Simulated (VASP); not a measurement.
# Fe3Co (P4/mmm) in VASP: further runs

The runs below take Fe3Co through single point, with LDA.

Program: VASP 6.6.1. These are calculated values, not measurements. Logs are shortened: lines on timing, memory, paths and dates and some standing lists are left out, and cuts for length are marked.

**1. The cell of the first run**

Symmetry: P4/mmm, No. 123, tetragonal system. Conventional cell: a = 4.109 Å, b = 4.109 Å, c = 2.664 Å, α = 90.00°, β = 90.00°, γ = 90.00°. Fe (site symmetry 4/mmm) has 10 Fe at 2.45 to 2.66 Å and 4 Co at 2.91 Å within 3.2 Å. Fe (site symmetry mmm) has 10 Fe at 2.45 to 2.91 Å and 4 Co at 2.45 Å within 3.2 Å. Co (site symmetry 4/mmm) has 12 Fe at 2.45 to 2.91 Å and 2 Co at 2.66 Å within 3.2 Å.

**2. Single point, LDA, collinear spin, ferromagnetic start**

Input file INCAR:

```
SYSTEM = Fe3Co
ALGO     = Normal         ! electronic algorithm
EDIFF    = 1E-6           ! SCF threshold, eV
ENCUT    = 520            ! plane-wave cutoff, eV
GGA      = CA             ! functional
ISIF     = 2              ! what is computed and relaxed
ISMEAR   = 0              ! smearing method
ISPIN    = 2              ! spin polarisation
LASPH    = .TRUE.         ! aspherical terms in the spheres
LCHARG   = .FALSE.        ! write CHGCAR
LMAXMIX  = 4              ! l up to which the mixer works
LORBIT   = 11             ! projections on sites
LREAL    = .FALSE.        ! projectors in reciprocal space
LWAVE    = .FALSE.        ! write WAVECAR
MAGMOM   = 2.34 2.66 2.66 1.9 ! initial moments
NBANDS   = 28             ! bands
NELM     = 150            ! most SCF steps
PREC     = Accurate       ! precision mode
SIGMA    = 0.15           ! smearing width, eV
```

Input file KPOINTS:

```
k-points
0
G
  10 10 14
  0 0 0
```

Input file POSCAR:

```
Fe3Co
1.0
    4.1085000000      0.0000000000      0.0000000000
    0.0000000000      4.1085000000      0.0000000000
    0.0000000000      0.0000000000      2.6642000000
Fe Co
3 1
Direct
    0.5000000000      0.5000000000      0.0000000000
    0.5000000000      0.0000000000      0.5000000000
    0.0000000000      0.5000000000      0.5000000000
    0.0000000000      0.0000000000      0.0000000000
```

Potentials or basis: VASP PAW LDA potentials, release 64 (Fe, Co).

Run with:

```
$ cat potpaw_LDA.64/Fe/POTCAR potpaw_LDA.64/Co/POTCAR > POTCAR
$ mpirun -np 1 vasp_std > vasp.out
```

OUTCAR:

```text
SYSTEM = Fe3Co
   EDIFF = 1E-6
   ENCUT = 520
   GGA = CA
   ISIF = 2
   ISMEAR = 0
   ISPIN = 2
   LASPH = .TRUE.
   LORBIT = 11
   LREAL = .FALSE.
   NELM = 150
   PREC = Accurate

 ion  position               nearest neighbor table
   1  0.500  0.500  0.000-   2 2.45   3 2.45   2 2.45   3 2.45   2 2.45   2 2.45   3 2.45   3 2.45
                             4 2.91   4 2.91   4 2.91   4 2.91
   2  0.500  0.000  0.500-   1 2.45   4 2.45   1 2.45   4 2.45   1 2.45   1 2.45   4 2.45   4 2.45
                             3 2.91   3 2.91   3 2.91   3 2.91
   3  0.000  0.500  0.500-   1 2.45   4 2.45   1 2.45   4 2.45   4 2.45   4 2.45   1 2.45   1 2.45
                             2 2.91   2 2.91   2 2.91   2 2.91
   4  0.000  0.000  0.000-   2 2.45   3 2.45   2 2.45   3 2.45   3 2.45   3 2.45   2 2.45   2 2.45
                             1 2.91   1 2.91   1 2.91   1 2.91

  LATTYP: Found a simple tetragonal cell.
 ALAT       =     4.1085000000
 C/A-ratio  =     0.6484605087

  Lattice vectors:

 A1 = (   4.1085000000,   0.0000000000,   0.0000000000)
 A2 = (   0.0000000000,   4.1085000000,   0.0000000000)
 A3 = (   0.0000000000,   0.0000000000,   2.6642000000)

Analysis of symmetry for initial positions (statically):
=====================================================================
 Subroutine PRICEL returns:
 Original cell was already a primitive cell.

 Routine SETGRP: Setting up the symmetry group for a
 simple tetragonal supercell.

 Subroutine GETGRP returns: Found 16 space group operations
 (whereof 16 operations were pure point group operations)
 out of a pool of 16 trial point group operations.

The static configuration has the point symmetry D_4h.

Analysis of symmetry for dynamics (positions and initial velocities):
=====================================================================
 Subroutine PRICEL returns:
 Original cell was already a primitive cell.

 Routine SETGRP: Setting up the symmetry group for a
 simple tetragonal supercell.

 Subroutine GETGRP returns: Found 16 space group operations
 (whereof 16 operations were pure point group operations)
 out of a pool of 16 trial point group operations.

The dynamic configuration has the point symmetry D_4h.

Analysis of structural, dynamic, and magnetic symmetry:
=====================================================================
 Subroutine PRICEL returns:
 Original cell was already a primitive cell.

 Routine SETGRP: Setting up the symmetry group for a
 simple tetragonal supercell.

 Subroutine GETGRP returns: Found 16 space group operations
 (whereof 16 operations were pure point group operations)
 out of a pool of 16 trial point group operations.

The overall configuration has the point symmetry D_4h.

 Subroutine INISYM returns: Found 16 space group operations
 (whereof 16 operations are pure point group operations),
 and found     1 'primitive' translations

----------------------------------------------------------------------------------------

                                     Primitive cell

  volume of cell :      44.9711

  direct lattice vectors                    reciprocal lattice vectors
     4.108500000  0.000000000  0.000000000     0.243397834  0.000000000  0.000000000
     0.000000000  4.108500000  0.000000000     0.000000000  0.243397834  0.000000000
     0.000000000  0.000000000  2.664200000     0.000000000  0.000000000  0.375347196

  length of vectors
     4.108500000  4.108500000  2.664200000     0.243397834  0.243397834  0.375347196

  position of ions in fractional coordinates (direct lattice)
     0.500000000  0.500000000  0.000000000
     0.500000000  0.000000000  0.500000000
     0.000000000  0.500000000  0.500000000
     0.000000000  0.000000000  0.000000000

  ion indices of the primitive-cell ions
   primitive index   ion index
                 1           1
                 2           2
                 3           3
                 4           4

----------------------------------------------------------------------------------------

 KPOINTS: k-points

Automatic generation of k-mesh.
 Grid dimensions read from file:
 generate k-points for:   10   10   14

 Generating k-lattice:

  Cartesian coordinates                     Fractional coordinates (reciprocal lattice)
     0.024339783  0.000000000  0.000000000     0.100000000  0.000000000  0.000000000
     0.000000000  0.024339783  0.000000000     0.000000000  0.100000000  0.000000000
     0.000000000  0.000000000  0.026810514     0.000000000  0.000000000  0.071428571

  Length of vectors
     0.024339783  0.024339783  0.026810514

  Shift w.r.t. Gamma in fractional coordinates (k-lattice)
     0.000000000  0.000000000  0.000000000

 Subroutine IBZKPT returns following result:
 ===========================================

 Found    168 irreducible k-points:

 Following reciprocal coordinates:
            Coordinates               Weight
  0.000000  0.000000  0.000000      1.000000
  0.100000  0.000000  0.000000      4.000000
  0.200000  0.000000  0.000000      4.000000
  0.300000  0.000000  0.000000      4.000000
  0.400000  0.000000  0.000000      4.000000
  0.500000  0.000000  0.000000      2.000000
[... 16 lines left out ...]
  0.100000  0.000000  0.071429      8.000000
  0.200000  0.000000  0.071429      8.000000
 [... further k-points ...]
   k-points           NKPTS =    168   k-points in BZ     NKDIM =    168   number of bands    NBANDS=     28
   number of dos      NEDOS =    301   number of ions     NIONS =      4
   total plane-waves  NPLWV =  20480
   dimension x,y,z NGX =    32 NGY =   32 NGZ =   20
   dimension x,y,z NGXF=    64 NGYF=   64 NGZF=   40
   ions per type =               3   1
   NGX,Y,Z   is equivalent  to a cutoff of  12.95, 12.95, 12.48 a.u.
   NGXF,Y,Z  is equivalent  to a cutoff of  25.90, 25.90, 24.96 a.u.
 SYSTEM =  Fe3Co
   PREC   = accura    normal or accurate (medium, high low for compatibility)
   ISTART =      0    job   : 0-new  1-cont  2-samecut
   ICHARG =      2    charge: 1-file 2-atom 10-const
   ISPIN  =      2    spin polarized calculation?
   LNONCOLLINEAR =      F non collinear calculations
   LSORBIT =      F    spin-orbit coupling
   LASPH  =      T    aspherical Exc in radial PAW
   ENCUT  =  520.0 eV  38.22 Ry    6.18 a.u.   7.64  7.64  4.95*2*pi/ulx,y,z
   NELM   =    150;   NELMIN=  2; NELMDL= -5     # of ELM steps
   EDIFF  = 0.1E-05   stopping-criterion for ELM
   LREAL  =      F    real-space projection
   EDIFFG = 0.1E-04   stopping-criterion for IOM
   NSW    =      0    number of steps for IOM
   IBRION =     -1    ionic relax: 0-MD 1-quasi-New 2-CG
   NFREE  =      0    steps in history (QN), initial steepest desc. (CG)
   ISIF   =      2    stress and relaxation
   ISYM   =      2    0-nonsym 1-usesym 2-fastsym
   POTIM  = 0.5000    time-step for ionic-motion
   TEBEG  =    0.0;   TEEND  =   0.0 temperature during run
   PSTRESS=    0.0 pullay stress
   NELECT =      33.0000    total number of electrons
   NUPDOWN=      -1.0000    fix difference up-down
   EMIN   =  10.00;   EMAX   =-10.00  energy-range for DOS
   EFERMI =   0.00;   METHOD = LEGACY
   ISMEAR =     0;   SIGMA  =   0.15  broadening in eV -4-tet -1-fermi 0-gaus
   EFERMI_NEDOS =   21; number of points for ismear=-14 and -15
   IALGO  =     38    algorithm
   IMIX   =      4    mixing-type and parameters
     AMIX     =   0.40;   BMIX     =  1.00
     AMIX_MAG =   1.60;   BMIX_MAG =  1.00
  volume/ion in A,a.u.               =      11.24        75.87
  Fermi-wavevector in a.u.,A,eV,Ry     =   1.476619  2.790405 29.666178  2.180403
  Thomas-Fermi vector in A             =   2.591123
   LORBIT       =     11    0 simple, 1 ext, 2 COOP (PROOUT), +10 PAW based schemes
   GGA     = CA    functional components
   LHFCALC =     F    Hartree Fock is set to
   AEXX    =    0.0000 exact exchange contribution
   IVDW    =     0    specifies the selected vdW correction
   LEPSILON=     F    determine dielectric tensor
   LRPA    =     F    only Hartree local field effects (RPA)
 spin polarized calculation
 Gauss-broadening in eV      SIGMA  =   0.15
  energy-cutoff  :      520.00
  volume of cell :       44.97
 maximum number of plane-waves:      1250
 NGX is ok and might be reduce to    32
   NGX = 15   NGY = 15   NGZ =  9

 number of electron      32.9999988 magnetization       8.8587544

 Free energy of the ion-electron system (eV)
  ---------------------------------------------------
  ext. energy  EPLUGINS =         0.00000000
  ---------------------------------------------------
  free energy    TOTEN  =       -35.50023273 eV

  energy without entropy =      -35.46294891  energy(sigma->0) =      -35.48159082

 E-fermi :   6.8473     XC(G=0): -13.4812

 val. band max:        6.8454289538   @ k =   0.2000   0.2000   0.0000
 cond. band min:       6.8480236204   @ k =   0.4000   0.0000   0.0714
 fundamental gap:      0.0025946665
 Fermi energy:         6.8473455524

 spin component 1

 k-point     1 :       0.0000    0.0000    0.0000
  band No.  band energies     occupation
      1      -1.9441      1.00000
      2       1.6654      1.00000
      3       1.7252      1.00000
      4       1.7591      1.00000
      5       1.9455      1.00000
      6       3.6411      1.00000
[... 733 lines left out ...]
     27      15.2649      0.00000
     28      18.5080      0.00000

 [... further k-points ...]

 spin component 2

 k-point     1 :       0.0000    0.0000    0.0000
  band No.  band energies     occupation
      1      -1.5615      1.00000
      2       2.9053      1.00000
      3       2.9370      1.00000
      4       3.3445      1.00000
      5       3.5363      1.00000
      6       5.3334      1.00000
[... 733 lines left out ...]
     27      16.4151      0.00000
     28      19.1392      0.00000

 [... further k-points ...]

------------------------ aborting loop because EDIFF is reached ----------------------------------------

  FORCE on cell =-STRESS in cart. coord.  units (eV):
  Direction    XX          YY          ZZ          XY          YZ          ZX
  --------------------------------------------------------------------------------------
  -------------------------------------------------------------------------------------
  Total       -4.8614254     -4.8614254     -1.5347309      0.0000000      0.0000000      0.0000000
  in kB     -173.1971723   -173.1971723    -54.6775977      0.0000000      0.0000000      0.0000000
  external PRESSURE =    -133.6906474 kB  Pullay stress =       0.0000000 kB

 VOLUME and BASIS-vectors are now :
 -----------------------------------------------------------------------------
  energy-cutoff  :      520.00
  volume of cell :       44.97
      direct lattice vectors                 reciprocal lattice vectors
     4.108500000  0.000000000  0.000000000     0.243397834  0.000000000  0.000000000
     0.000000000  4.108500000  0.000000000     0.000000000  0.243397834  0.000000000
     0.000000000  0.000000000  2.664200000     0.000000000  0.000000000  0.375347196

 POSITION                                       TOTAL-FORCE (eV/Angst)
 -----------------------------------------------------------------------------------
      2.05425      2.05425      0.00000         0.000000      0.000000      0.000000
      2.05425      0.00000      1.33210         0.000000      0.000000      0.000000
      0.00000      2.05425      1.33210         0.000000      0.000000      0.000000
      0.00000      0.00000      0.00000         0.000000      0.000000      0.000000
 -----------------------------------------------------------------------------------
    total drift:                                0.000000     -0.000000     -0.000000

  FREE ENERGIE OF THE ION-ELECTRON SYSTEM (eV)
  ---------------------------------------------------
  free  energy   TOTEN  =       -35.5002327296 eV

  energy  without entropy=      -35.4629489091  energy(sigma->0) =      -35.48159082

 total charge

# of ion       s       p       d       tot
------------------------------------------
    1        0.493   0.531   6.289   7.314
    2        0.489   0.538   6.234   7.261
    3        0.489   0.538   6.234   7.261
    4        0.492   0.526   7.268   8.287
--------------------------------------------------
tot          1.964   2.134  26.026  30.123

 magnetization (x)

# of ion       s       p       d       tot
------------------------------------------
    1       -0.007  -0.026   2.226   2.193
    2       -0.007  -0.030   2.489   2.452
    3       -0.007  -0.030   2.489   2.452
    4       -0.015  -0.040   1.725   1.670
--------------------------------------------------
tot         -0.035  -0.127   8.929   8.767
```

It took 12 min on 1 thread of Intel Xeon 8259CL, shared host; peak memory 0.39 GiB.

What came out:

```yaml
Free_energy: -35.5002 eV
Pressure: -13.4 GPa
Net_moment: 8.86 μB per cell
Site_moments: Fe +2.19, +2.45 (each value once); Co +1.67 μB
Valence_electrons_inside_the_program's_atomic_spheres: Fe 7.31, 7.26 (each value once); Co 8.29
```

Levels at points of the mesh, in eV from the Fermi level:
Spin up:
| k point | band 19 | band 20 | band 21 | band 22 | band 23 | band 24 |
| --- | --- | --- | --- | --- | --- | --- |
| (0.00, 0.00, 0.00) | -0.26 | -0.26 | -0.05 | 0.19 | 0.19 | 6.39 |
| (0.50, 0.00, 0.00) | -1.07 | -0.97 | -0.27 | 0.15 | 4.18 | 4.19 |
| (0.50, 0.50, 0.00) | -1.17 | -1.17 | -0.46 | -0.24 | -0.24 | -0.24 |
| (0.00, 0.00, 0.50) | -0.94 | -0.78 | 0.68 | 0.76 | 7.99 | 8.03 |
| (0.50, 0.00, 0.50) | -0.39 | -0.23 | 2.03 | 2.23 | 2.33 | 2.41 |
| (0.50, 0.50, 0.50) | 0.15 | 0.34 | 0.40 | 0.48 | 0.48 | 0.60 |
Spin down:
```csv
k point,band 10,band 11,band 12,band 13,band 14,band 15
"(0.00, 0.00, 0.00)",-0.47,0.10,0.10,0.27,0.60,0.69
"(0.50, 0.00, 0.00)",-0.79,-0.44,0.06,0.13,0.21,0.41
"(0.50, 0.50, 0.00)",-0.40,-0.40,-0.28,-0.28,-0.23,0.26
"(0.00, 0.00, 0.50)",-0.91,-0.67,-0.67,-0.37,-0.37,0.27
"(0.50, 0.00, 0.50)",-1.35,-1.31,-1.26,0.37,0.76,1.03
"(0.50, 0.50, 0.50)",0.71,0.87,0.87,0.88,1.02,1.12
```

Caveat: the stress differs along the axes, from -17 to -5 GPa.

**3. Single point, LDA, collinear spin, ferromagnetic start**

This run uses another cell than the first one, of 11.45 Å³/atom.

Input file INCAR:

```
SYSTEM = Fe3Co
PREC = Accurate
ENCUT = 520
EDIFF = 1E-6
ISMEAR = 0
SIGMA = 0.15
LREAL = .FALSE.
LASPH = .TRUE.
NELM = 150
ALGO = Normal
ISIF = 2
LWAVE = .FALSE.
LCHARG = .FALSE.
ISPIN = 2
MAGMOM = 2.34 2.66 2.66 1.9
LORBIT = 11
LMAXMIX = 4
NBANDS = 28
```

Input file KPOINTS:

```
Automatic mesh
0
G
  10 10 14
  0 0 0
```

Input file POSCAR:

```
Fe3Co
1.0
    3.9780000000      0.0000000000      0.0000000000
    0.0000000000      3.9780000000      0.0000000000
    0.0000000000      0.0000000000      2.8938000000
Fe Co
3 1
Direct
    0.5000000000      0.5000000000      0.0000000000
    0.5000000000      0.0000000000      0.5000000000
    0.0000000000      0.5000000000      0.5000000000
    0.0000000000      0.0000000000      0.0000000000
```

Potentials or basis: VASP PAW LDA potentials, release 64 (Fe, Co).

Run with:

```
$ cat potpaw_LDA.64/Fe/POTCAR potpaw_LDA.64/Co/POTCAR > POTCAR
$ mpirun -np 1 vasp_std > vasp.out
```

Run time: 8.2 min. Hardware: 1 thread of Intel Xeon 8259CL, shared host; peak memory 0.4 GiB.

Results (log left out):

```yaml
Free_energy: -35.4995 eV
Pressure: -16.7 GPa
Band_gap_on_the_k_mesh: zero (filled and empty bands overlap)
Net_moment: 8.98 μB per cell
Site_moments: Fe +2.24, +2.49 (each value once); Co +1.69 μB
Valence_electrons_inside_the_program's_atomic_spheres: Fe 7.27, 7.22 (each value once); Co 8.25
```

Stress tensor (GPa, compression positive):
```
-15.49   0.00   0.00
  0.00 -15.49   0.00
  0.00   0.00 -19.20
```

Levels at points of the mesh, in eV from the Fermi level:
Spin up:
```csv
k point,band 17,band 18,band 19,band 20,band 21,band 22,band 23,band 24,band 25,band 26
"(0.00, 0.00, 0.00)",-0.32,-0.32,-0.22,0.21,0.21,0.35,0.35,7.00,7.13,8.75
"(0.50, 0.00, 0.00)",-1.37,-1.21,-1.16,-1.03,-0.28,0.18,4.99,5.01,7.47,7.81
"(0.50, 0.50, 0.00)",-1.46,-1.39,-1.31,-1.31,-0.07,0.10,0.12,0.12,15.69,16.06
"(0.00, 0.00, 0.50)",-1.27,-1.05,-0.99,-0.95,-0.19,-0.17,8.14,8.14,8.17,8.17
"(0.50, 0.00, 0.50)",-1.14,-1.06,-0.94,-0.72,1.70,1.81,2.02,2.08,10.51,10.52
"(0.50, 0.50, 0.50)",-0.17,0.01,0.05,0.05,0.13,0.13,0.22,0.27,6.49,6.82
```
Spin down:
| k point | band 8 | band 9 | band 10 | band 11 | band 12 | band 13 | band 14 | band 15 | band 16 | band 17 |
| --- | --- | --- | --- | --- | --- | --- | --- | --- | --- | --- |
| (0.00, 0.00, 0.00) | -0.74 | -0.74 | -0.58 | 0.65 | 0.72 | 0.72 | 0.75 | 1.19 | 1.45 | 1.46 |
| (0.50, 0.00, 0.00) | -1.22 | -1.18 | -0.83 | -0.72 | -0.25 | 0.27 | 0.49 | 0.64 | 0.64 | 0.85 |
| (0.50, 0.50, 0.00) | -1.02 | -0.85 | -0.78 | -0.78 | -0.23 | -0.22 | -0.05 | -0.05 | 0.03 | 0.54 |
| (0.00, 0.00, 0.50) | -1.89 | -1.43 | -1.10 | -0.35 | -0.35 | -0.03 | -0.03 | 0.46 | 0.70 | 0.89 |
| (0.50, 0.00, 0.50) | -1.76 | -1.73 | -1.39 | -1.35 | -1.26 | 0.51 | 0.54 | 0.76 | 1.12 | 1.17 |
| (0.50, 0.50, 0.50) | -1.63 | 0.34 | 0.36 | 0.49 | 0.49 | 0.53 | 0.63 | 0.96 | 0.96 | 1.42 |

Caveat: the cell stands under tension.

[end of part 1 of 2]
